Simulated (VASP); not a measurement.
AlN: single point with HSE06

Crystal: AlN.

```
Al N
1.0
     2.17843   -2.17843    0.00000
     0.00000    0.00000    4.35685
    -2.19419   -2.19419    0.00000
Al N
2 2
Direct
  0.00000 0.00052 0.00000
  0.50000 0.50052 0.50000
  0.00000 0.24948 0.50000
  0.50000 0.74948 0.00000
```

- Program: VASP 6.6.1
- Task: single point
- Functional: HSE06
- Potentials or basis: VASP PAW PBE potentials, release 64 (Al, N)
- Cutoff: 520 eV
- k mesh: 4 × 3 × 4
- Occupations: fermi-dirac, width 0.05 eV
- Spin: no spin polarisation

```yaml
Pressure: -0.5 GPa
Largest_force: 0.005 eV/Å
Band_gap_on_the_k_mesh: 4.52 eV
```

Forces in eV/Å, atoms in the order of the input:
```
Al   0.000  0.000 -0.005
Al   0.000  0.000 -0.005
N    0.000  0.000  0.005
N    0.000  0.000  0.005
```

Stress tensor (GPa, compression positive):
```
-0.44 -1.39  0.00
-1.39 -0.44  0.00
 0.00  0.00 -0.48
```

Levels at points of the mesh, in eV from the valence-band top:
```csv
k point,band 4,band 5,band 6,band 7,band 8,band 9,band 10,band 11,band 12,band 13
"(0.00, 0.00, 0.00)",-2.06,-1.95,-0.06,-0.01,0.00,4.52,5.54,10.03,14.12,14.22
"(0.50, 0.00, 0.00)",-4.72,-2.69,-2.69,-0.65,-0.65,9.32,9.32,10.76,10.76,13.48
"(0.00, 0.00, 0.50)",-4.73,-2.71,-2.71,-0.59,-0.59,9.35,9.35,10.87,10.87,13.47
"(0.50, 0.00, 0.50)",-5.37,-1.96,-1.96,-1.96,-1.96,4.53,4.53,10.07,10.07,16.06
```

Run time: 4.7 min on 1 thread of AMD EPYC 9R45 96-Core Processor (Zen 5) (shared host), peak memory 0.22 GiB.

Caveat: the k points lie up to 0.51 Å⁻¹ apart; the PAW data sets were made with another functional, which shifts forces and pressure a little.
